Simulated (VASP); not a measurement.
# PtSe2 (P-3m1) in VASP: notebook

Runs on PtSe2. Level: PBE+D3(BJ). Tasks: single point.

All numbers are computed with VASP 6.6.1; they aren't measurements. Logs are shortened: lines on timing, memory, paths and dates and some standing lists are left out, and cuts for length are marked.

### 1 The cell of the first run

The structure is trigonal, space group P-3m1 (No. 164). The conventional cell has a = 3.722 Å, b = 3.722 Å, c = 4.950 Å, α = 90.00°, β = 90.00°, γ = 120.00°. Pt (site symmetry -3m) has 6 Se at 2.37 Å within 3.1 Å. Within 3.1 Å of Se (site symmetry 3m) lie 3 Pt at 2.37 Å and 3 Se at 2.94 Å.

### 2 Single point, PBE+D3(BJ) (c/a of the conventional cell at fixed volume 1.3297)

File INCAR:

```
ALGO = Normal ; EDIFF = 1E-7
ENCUT = 520 ; GGA = PE
ISIF = 2 ; ISMEAR = 0
IVDW = 12 ; LASPH = True
LCHARG = False ; LREAL = False
LWAVE = False ; NBANDS = 18
NELM = 100 ; PREC = Accurate
SIGMA = 0.15
```

File KPOINTS:

```
k-points
0
Gamma
  12 12 8
```

File POSCAR:

```
PtSe2
1.0
    3.7224757418      0.0000000000      0.0000000000
   -1.8612378709      3.2237585574      0.0000000000
    0.0000000000      0.0000000000      4.9497759939
Pt Se
1 2
Direct
    0.0000000000      0.0000000000      0.0000000000
    0.3333333333      0.6666666667      0.2026831210
    0.6666666667      0.3333333333      0.7973168790
```

Potentials or basis: VASP PAW PBE potentials, release 64 (Pt, Se).

On the command line:

```
$ cat potpaw_PBE.64/Pt/POTCAR potpaw_PBE.64/Se/POTCAR > POTCAR
$ mpirun -np 1 vasp_std > vasp.out
```

OUTCAR:

```text
EDIFF = 1E-7
   ENCUT = 520
   GGA = PE
   ISIF = 2
   ISMEAR = 0
   IVDW = 12
   LASPH = True
   LREAL = False
   NELM = 100
   PREC = Accurate
 IVDW          = 12

 ion  position               nearest neighbor table
   1  0.000  0.000  0.000-   2 2.37   3 2.37   3 2.37   2 2.37   3 2.37   2 2.37
   2  0.333  0.667  0.203-   1 2.37   1 2.37   1 2.37
   3  0.667  0.333  0.797-   1 2.37   1 2.37   1 2.37

  LATTYP: Found a hexagonal cell.
 ALAT       =     3.7224757418
 C/A-ratio  =     1.3297000000

  Lattice vectors:

 A1 = (   3.7224757418,   0.0000000000,   0.0000000000)
 A2 = (  -1.8612378709,   3.2237585574,   0.0000000000)
 A3 = (   0.0000000000,   0.0000000000,   4.9497759939)

Analysis of symmetry for initial positions (statically):
=====================================================================
 Subroutine PRICEL returns:
 Original cell was already a primitive cell.

 Routine SETGRP: Setting up the symmetry group for a
 hexagonal supercell.

 Subroutine GETGRP returns: Found 12 space group operations
 (whereof 12 operations were pure point group operations)
 out of a pool of 24 trial point group operations.

The static configuration has the point symmetry D_3d.

Analysis of symmetry for dynamics (positions and initial velocities):
=====================================================================
 Subroutine PRICEL returns:
 Original cell was already a primitive cell.

 Routine SETGRP: Setting up the symmetry group for a
 hexagonal supercell.

 Subroutine GETGRP returns: Found 12 space group operations
 (whereof 12 operations were pure point group operations)
 out of a pool of 24 trial point group operations.

The dynamic configuration has the point symmetry D_3d.

 Subroutine INISYM returns: Found 12 space group operations
 (whereof 12 operations are pure point group operations),
 and found     1 'primitive' translations

----------------------------------------------------------------------------------------

                                     Primitive cell

  volume of cell :      59.3991

  direct lattice vectors                    reciprocal lattice vectors
     3.722475742  0.000000000  0.000000000     0.268638420  0.155098464  0.000000000
    -1.861237871  3.223758557  0.000000000     0.000000000  0.310196928  0.000000000
[... 83 lines left out ...]
   LSORBIT =      F    spin-orbit coupling
   LASPH  =      T    aspherical Exc in radial PAW
   ENCUT  =  520.0 eV  38.22 Ry    6.18 a.u.   6.92  6.92  9.20*2*pi/ulx,y,z
   NELM   =    100;   NELMIN=  2; NELMDL= -5     # of ELM steps
   EDIFF  = 0.1E-06   stopping-criterion for ELM
   LREAL  =      F    real-space projection
   EDIFFG = 0.1E-05   stopping-criterion for IOM
   NSW    =      0    number of steps for IOM
   IBRION =     -1    ionic relax: 0-MD 1-quasi-New 2-CG
   NFREE  =      0    steps in history (QN), initial steepest desc. (CG)
   ISIF   =      2    stress and relaxation
   ISYM   =      2    0-nonsym 1-usesym 2-fastsym
   POTIM  = 0.5000    time-step for ionic-motion
   TEBEG  =    0.0;   TEEND  =   0.0 temperature during run
   PSTRESS=    0.0 pullay stress
   NELECT =      22.0000    total number of electrons
   NUPDOWN=      -1.0000    fix difference up-down
   EMIN   =  10.00;   EMAX   =-10.00  energy-range for DOS
   EFERMI =   0.00;   METHOD = LEGACY
   ISMEAR =     0;   SIGMA  =   0.15  broadening in eV -4-tet -1-fermi 0-gaus
   EFERMI_NEDOS =   21; number of points for ismear=-14 and -15
   IALGO  =     38    algorithm
   IMIX   =      4    mixing-type and parameters
     AMIX     =   0.40;   BMIX     =  1.00
     AMIX_MAG =   1.60;   BMIX_MAG =  1.00
  volume/ion in A,a.u.               =      19.80       133.61
  Fermi-wavevector in a.u.,A,eV,Ry     =   1.175680  2.221713 18.806288  1.382223
  Thomas-Fermi vector in A             =   2.312056
   LORBIT       =      0    0 simple, 1 ext, 2 COOP (PROOUT), +10 PAW based schemes
   GGA     = PE    functional components
   LHFCALC =     F    Hartree Fock is set to
   AEXX    =    0.0000 exact exchange contribution
   IVDW    =    12    specifies the selected vdW correction
   LEPSILON=     F    determine dielectric tensor
   LRPA    =     F    only Hartree local field effects (RPA)
 non-spin polarized calculation
 Gauss-broadening in eV      SIGMA  =   0.15
  energy-cutoff  :      520.00
  volume of cell :       59.40
 maximum number of plane-waves:      1620
   NGX = 13   NGY = 13   NGZ = 19

 number of electron      21.9999998 magnetization

 Free energy of the ion-electron system (eV)
  ---------------------------------------------------
  ext. energy  EPLUGINS =         0.00000000
  ---------------------------------------------------
  free energy    TOTEN  =       -12.92648623 eV

  energy without entropy =      -12.92436338  energy(sigma->0) =      -12.92542481

 E-fermi :   7.1026     XC(G=0): -10.5429

 val. band max:        7.0230804194   @ k =   0.0000   0.2500   0.1250
 cond. band min:       7.2137155408   @ k =   0.0000   0.3333   0.2500
 fundamental gap:      0.1906351215
 Fermi energy:         7.1026332310

 k-point     1 :       0.0000    0.0000    0.0000
  band No.  band energies     occupation
      1     -10.0454      2.00000
      2      -5.9123      2.00000
      3      -1.2511      2.00000
      4      -1.2511      2.00000
      5      -0.2822      2.00000
      6       2.1833      2.00000
[... 481 lines left out ...]
      5       0.2400      2.00000
      6       1.7005      2.00000
[... 10 lines left out ...]
     17      15.2124      0.00000
     18      15.9475      0.00000

 [... further k-points ...]

------------------------ aborting loop because EDIFF is reached ----------------------------------------

 Edisp (eV)   -1.44928

 E8    (eV) :    -0.6192

  FORCE on cell =-STRESS in cart. coord.  units (eV):
  Direction    XX          YY          ZZ          XY          YZ          ZX
  --------------------------------------------------------------------------------------
  -------------------------------------------------------------------------------------
  Total      11.13451    11.13451     7.52889     0.00000     0.00000     0.00000
  in kB     300.33219   300.33219   203.07738     0.00000     0.00000     0.00000
  external pressure =      267.91 kB  Pullay stress =        0.00 kB

 VOLUME and BASIS-vectors are now :
 -----------------------------------------------------------------------------
  energy-cutoff  :      520.00
  volume of cell :       59.40
      direct lattice vectors                 reciprocal lattice vectors
     3.722475742  0.000000000  0.000000000     0.268638420  0.155098464  0.000000000
    -1.861237871  3.223758557  0.000000000     0.000000000  0.310196928  0.000000000
     0.000000000  0.000000000  4.949775994     0.000000000  0.000000000  0.202029345

 POSITION                                       TOTAL-FORCE (eV/Angst)
 -----------------------------------------------------------------------------------
      0.00000      0.00000      0.00000        -0.000000      0.000000     -0.000000
     -0.00000      2.14917      1.00324         0.000000      0.000000      4.334954
      1.86124      1.07459      3.94654        -0.000000     -0.000000     -4.334954
 -----------------------------------------------------------------------------------
    total drift:                               -0.000000      0.000000     -0.000000

  FREE ENERGIE OF THE ION-ELECTRON SYSTEM (eV)
  ---------------------------------------------------
  free  energy   TOTEN  =       -14.3757702885 eV

  energy  without entropy=      -14.3736474401  energy(sigma->0) =      -14.37470886
```

OSZICAR:

```text
N       E                     dE             d eps       ncg     rms          rms(c)
DAV:   1     0.117630494181E+03    0.11763E+03   -0.10197E+04  4780   0.108E+03
DAV:   2    -0.851161797589E+01   -0.12614E+03   -0.12216E+03  5812   0.219E+02
DAV:   3    -0.137650934333E+02   -0.52535E+01   -0.52168E+01  5784   0.446E+01
DAV:   4    -0.138080244765E+02   -0.42931E-01   -0.42913E-01  5774   0.434E+00
DAV:   5    -0.138085287242E+02   -0.50425E-03   -0.50423E-03  5710   0.456E-01    0.182E+01
DAV:   6    -0.130740734573E+02    0.73446E+00   -0.41142E+00  4954   0.184E+01    0.102E+01
DAV:   7    -0.129586287908E+02    0.11544E+00   -0.71321E-01  4928   0.805E+00    0.517E+00
DAV:   8    -0.129273019618E+02    0.31327E-01   -0.39816E-02  5162   0.191E+00    0.674E-01
DAV:   9    -0.129263198101E+02    0.98215E-03   -0.75839E-03  5338   0.730E-01    0.142E-01
DAV:  10    -0.129264286291E+02   -0.10882E-03   -0.35382E-04  5556   0.148E-01    0.899E-02
DAV:  11    -0.129264875320E+02   -0.58903E-04   -0.81739E-05  5074   0.593E-02    0.145E-02
DAV:  12    -0.129264854788E+02    0.20532E-05   -0.12871E-05  5996   0.333E-02    0.669E-03
DAV:  13    -0.129264861511E+02   -0.67227E-06   -0.16330E-06  5220   0.101E-02    0.216E-03
DAV:  14    -0.129264862310E+02   -0.79888E-07   -0.19035E-07  4624   0.296E-03
   1 F= -.14375770E+02 E0= -.14374709E+02  d E =-.212285E-02
```

Wall time 46 s (1 thread of Intel Xeon 6975P-C (Granite Rapids), shared host); peak memory 0.29 GiB.

Results:

| Quantity | Value |
| --- | --- |
| Free energy | -14.3758 eV |
| Pressure | 26.8 GPa |
| Largest force | 4.335 eV/Å |
| Band gap on the k mesh | 0.19 eV, indirect (least direct gap 0.20 eV) |
| Dispersion energy per atom | -0.483 eV |

Forces in eV/Å, atoms in the order of the input:
```
Pt   0.000  0.000  0.000
Se   0.000  0.000  4.335
Se   0.000  0.000 -4.335
```

Stress tensor (GPa, compression positive):
```
30.03  0.00  0.00
 0.00 30.03  0.00
 0.00  0.00 20.31
```

Caveat: spin-orbit coupling is left out, which moves the levels of the heavy elements; forces of over 1 eV/Å act on the atoms, so gaps and moduli don't describe the material at rest. A k mesh can miss the band edges.

### 3 Single point, PBE+D3(BJ) (c/a of the conventional cell at fixed volume 1.2274)

File INCAR:

```
SYSTEM = PtSe2
PREC     = Accurate       ! precision mode
ENCUT    = 520            ! plane-wave cutoff, eV
EDIFF    = 1E-6           ! SCF threshold, eV
ISMEAR   = 0              ! smearing method
SIGMA    = 0.15           ! smearing width, eV
LREAL    = .FALSE.        ! projectors in reciprocal space
LASPH    = .TRUE.         ! aspherical terms in the spheres
NELM     = 80             ! most SCF steps
ALGO     = Normal         ! electronic algorithm
ISIF     = 2              ! what is computed and relaxed
LWAVE    = .FALSE.        ! write WAVECAR
LCHARG   = .FALSE.        ! write CHGCAR
GGA      = PE             ! functional
IVDW     = 12             ! dispersion correction
NBANDS   = 18             ! bands
```

File KPOINTS:

```
Automatic mesh
0
G
  12 12 8
  0 0 0
```

File POSCAR:

```
PtSe2
1.0
    3.8231475509      0.0000000000      0.0000000000
   -1.9115737755      3.3109429015      0.0000000000
    0.0000000000      0.0000000000      4.6925313040
Pt Se
1 2
Direct
    0.0000000000      0.0000000000      0.0000000000
    0.3333333333      0.6666666667      0.2026831210
    0.6666666667      0.3333333333      0.7973168790
```

Potentials or basis: VASP PAW PBE potentials, release 64 (Pt, Se).

On the command line:

```
$ cat potpaw_PBE.64/Pt/POTCAR potpaw_PBE.64/Se/POTCAR > POTCAR
$ mpirun -np 1 vasp_std > vasp.out
```

Wall time 44 s (1 thread of Intel Xeon 6975P-C (Granite Rapids), shared host); peak memory 0.28 GiB.

The run converged. Its results:

```
Free energy                : -14.5334 eV
Pressure                   : 20.3 GPa
Largest force              : 3.748 eV/Å
Band gap on the k mesh     : 0.05 eV, indirect (least direct gap 0.23 eV)
Dispersion energy per atom : -0.484 eV
```

Forces in eV/Å, atoms in the order of the input:
```
Pt   0.000  0.000  0.000
Se   0.000  0.000  3.748
Se   0.000  0.000 -3.748
```

Stress tensor (GPa, compression positive):
```
22.40  0.00  0.00
 0.00 22.40  0.00
 0.00  0.00 16.23
```

Levels at points of the mesh, in eV from the valence-band top:
```csv
k point,band 8,band 9,band 10,band 11,band 12,band 13,band 14,band 15
"(0.00, 0.00, 0.00)",-1.96,-1.62,-1.62,-0.73,1.89,1.89,4.22,4.29
"(0.50, 0.00, 0.00)",-4.42,-4.39,-2.72,-2.68,0.99,2.95,4.17,6.21
"(0.00, 0.00, 0.50)",-3.02,-1.82,-1.82,-1.30,2.44,2.44,5.37,5.82
"(0.50, 0.00, 0.50)",-4.46,-4.03,-2.98,-0.92,1.10,1.88,5.07,5.50
```

Caveat: spin-orbit coupling is left out, which moves the levels of the heavy elements; forces of over 1 eV/Å act on the atoms, so gaps and moduli don't describe the material at rest. A k mesh can miss the band edges.

### 4 Single point, PBE+D3(BJ)

This run uses another cell than the first one, of the same volume but with other edges.

File INCAR:

```
PREC = Accurate ; ENCUT = 520
EDIFF = 1E-6 ; ISMEAR = 0
SIGMA = 0.15 ; LREAL = F
LASPH = T ; NELM = 60
ALGO = Normal ; ISIF = 2
LWAVE = F ; LCHARG = T
GGA = PE ; IVDW = 12
LELF = T ; LVHAR = T
NBANDS = 18
```

File KPOINTS:

```
regular mesh
0
Gamma
  12 12 8
```

File POSCAR:

```
PtSe2
1.0
    3.7715031150      0.0000000000      0.0000000000
   -1.8857515575      3.2662175080      0.0000000000
    0.0000000000      0.0000000000      4.8219239451
Pt Se
1 2
Direct
    0.0000000000      0.0000000000      0.0000000000
    0.3333333333      0.6666666667      0.2655211092
    0.6666666667      0.3333333333      0.7344788908
```

On the command line:

```
$ cat potpaw_PBE.64/Pt/POTCAR potpaw_PBE.64/Se/POTCAR > POTCAR
$ mpirun -np 1 vasp_std > vasp.out
```

It took 38 s on 1 thread of Intel Xeon 6975P-C (Granite Rapids), shared host; peak memory 0.29 GiB.

It converged, with:

```yaml
Free_energy: -15.6700 eV
Pressure: 0.0 GPa
Largest_force: 0.005 eV/Å
Band_gap_on_the_k_mesh: zero (band 11 reaches 7.50 eV, above the bottom of band 12 at 6.68 eV)
Dispersion_energy_per_atom: -0.490 eV
```

Forces on the atoms (eV/Å):
```
Pt   0.000  0.000  0.000
Se   0.000  0.000  0.005
Se   0.000  0.000 -0.005
```

Levels at points of the mesh, in eV from the Fermi level:
```csv
k point,band 7,band 8,band 9,band 10,band 11,band 12,band 13,band 14,band 15,band 16
"(0.00, 0.00, 0.00)",-3.78,-2.46,-1.00,-1.00,0.79,1.08,1.08,3.37,4.12,7.28
"(0.50, 0.00, 0.00)",-3.70,-3.69,-3.31,-3.24,-2.90,0.51,2.51,5.04,6.13,7.02
"(0.00, 0.00, 0.50)",-3.83,-2.89,-1.71,-1.71,-1.69,2.34,2.34,5.00,6.53,6.58
"(0.50, 0.00, 0.50)",-3.35,-3.33,-3.06,-2.58,-1.09,0.62,1.47,4.93,4.93,7.71
```

Caveat: spin-orbit coupling is left out, which moves the levels of the heavy elements; pairwise dispersion overbinds metals, which lowers pressure and volume.

### 5 Single point, PBE+D3(BJ) (c/a of the conventional cell at fixed volume 1.1762)

File INCAR:

```
SYSTEM = PtSe2
ALGO = Normal
EDIFF = 1E-6
ENCUT = 520
GGA = PE
ISIF = 2
ISMEAR = 0
IVDW = 12
LASPH = .TRUE.
LCHARG = .TRUE.
LELF = .TRUE.
LREAL = .FALSE.
LVHAR = .TRUE.
LWAVE = .FALSE.
NBANDS = 18
NELM = 100
PREC = Accurate
SIGMA = 0.15
```

File KPOINTS:

```
k-points
0
G
  12 12 8
  0 0 0
```

File POSCAR:

```
PtSe2
1.0
    3.8778354291      0.0000000000      0.0000000000
   -1.9389177145      3.3583039933      0.0000000000
    0.0000000000      0.0000000000      4.5611100317
Pt Se
1 2
Direct
    0.0000000000      0.0000000000      0.0000000000
    0.3333333333      0.6666666667      0.3283590974
    0.6666666667      0.3333333333      0.6716409026
```

On the command line:

```
$ cat potpaw_PBE.64/Pt/POTCAR potpaw_PBE.64/Se/POTCAR > POTCAR
$ mpirun -np 1 vasp_std > vasp.out
```

Wall time 98 s (1 thread of AMD EPYC 7R43 (Zen 3), shared host); peak memory 0.25 GiB.

The run converged. Its results:

```yaml
Free_energy: -14.7653 eV
Pressure: -8.4 GPa
Largest_force: 2.807 eV/Å
Band_gap_on_the_k_mesh: zero (band 11 reaches 6.41 eV, above the bottom of band 12 at 5.80 eV)
Dispersion_energy_per_atom: -0.492 eV
```

Forces in eV/Å, atoms in the order of the input:
```
Pt   0.000  0.000  0.000
Se   0.000  0.000 -2.807
Se   0.000  0.000  2.807
```

Stress tensor (GPa, compression positive):
```
-9.34  0.00  0.00
 0.00 -9.34  0.00
 0.00  0.00 -6.58
```

Levels at points of the mesh, in eV from the Fermi level:
```tsv
k point	band 9	band 10	band 11	band 12	band 13	band 14
(0.00, 0.00, 0.00)	-0.42	-0.42	-0.32	-0.32	-0.28	3.52
(0.50, 0.00, 0.00)	-2.06	-1.88	-1.51	0.32	3.00	5.58
(0.00, 0.00, 0.50)	-2.58	-2.20	-1.99	2.32	2.32	5.38
(0.50, 0.00, 0.50)	-1.85	-0.89	-0.77	-0.46	1.67	5.43
```

Caveat: spin-orbit coupling is left out, which moves the levels of the heavy elements; pairwise dispersion overbinds metals, which lowers pressure and volume; forces of over 1 eV/Å act on the atoms, so gaps and moduli don't describe the material at rest.

### 6 Summary

```csv
cell,gap on the mesh (eV),pressure (GPa),largest force (eV/Å)
"a = 3.722, b = 3.722, c = 4.950 Å, angles 90.0, 90.0, 120.0°, 3 atoms",0.19,26.8,4.33
"a = 3.823, b = 3.823, c = 4.693 Å, angles 90.0, 90.0, 120.0°, 3 atoms",0.05,20.3,3.75
"a = 3.772, b = 3.772, c = 4.822 Å, angles 90.0, 90.0, 120.0°, 3 atoms",none,0.0,0.01
"a = 3.878, b = 3.878, c = 4.561 Å, angles 90.0, 90.0, 120.0°, 3 atoms",none,-8.4,2.81
```

Alike in all rows: task single point; level PBE+D3(BJ); potentials or basis VASP PAW PBE potentials, release 64 (Pt, Se); no spin polarisation; k mesh 12 × 12 × 8; cutoff (eV) 520; smearing gaussian 0.15 eV.

Caveats: spin-orbit coupling is left out, which moves the levels of the heavy elements; forces of over 1 eV/Å act on the atoms, so gaps and moduli don't describe the material at rest (some runs); pairwise dispersion overbinds metals, which lowers pressure and volume (some runs).

Absolute energies hang on the potentials; compare differences alone.
